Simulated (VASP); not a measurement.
# CoSi2: single point with LDA

The system is CoSi2.

```
CELL_PARAMETERS angstrom
0.00000 2.61911 2.61911
2.61911 0.00000 2.61911
2.61911 2.61911 0.00000
ATOMIC_POSITIONS crystal
Co 0.00000 0.00000 0.00000
Si 0.25000 0.25000 0.25000
Si 0.75000 0.75000 0.75000
```

```json
{
  "Program": "VASP 6.6.1",
  "Task": "single point",
  "Functional": "LDA",
  "Potentials or basis": "VASP PAW LDA potentials, release 64 (Co, Si)",
  "Cutoff": "520 eV",
  "k mesh": "14 × 14 × 14",
  "Occupations": "gaussian, width 0.05 eV",
  "Spin": "no spin polarisation",
  "Dipole correction": "no",
  "Further INCAR settings": "ALGO = Normal; EDIFF = 1e-06; NBANDS = 16"
}
```

The pressure is 4.6 GPa and the band gap on the k mesh is zero (an odd number of electrons rules out a gap without spin polarisation).

Levels at points of the mesh, in eV from the Fermi level:
```
           k point  band 5  band 6  band 7  band 8  band 9  band 10  band 11  band 12  band 13  band 14
(0.00, 0.00, 0.00)   -2.18   -2.18    1.31    3.45    3.45     3.45     3.65     3.65     3.65     5.89
(0.50, 0.00, 0.00)   -2.41   -1.87   -1.87   -0.51   -0.51     2.82     3.60     3.60     4.85    10.64
(0.50, 0.50, 0.00)   -3.84   -2.23   -2.23   -2.15   -1.53     1.79     2.92     8.64    10.14    10.14
```

It took 120 s on 1 thread of Intel Xeon 8259CL, on a shared host, peak memory 0.18 GiB.

Caveat: the cell stands under pressure; an odd number of electrons without spin polarisation forces a metal; a magnetic or distorted state may lie lower. Spin polarisation is off, so any magnetic state and its effect on volume and gap are missing.
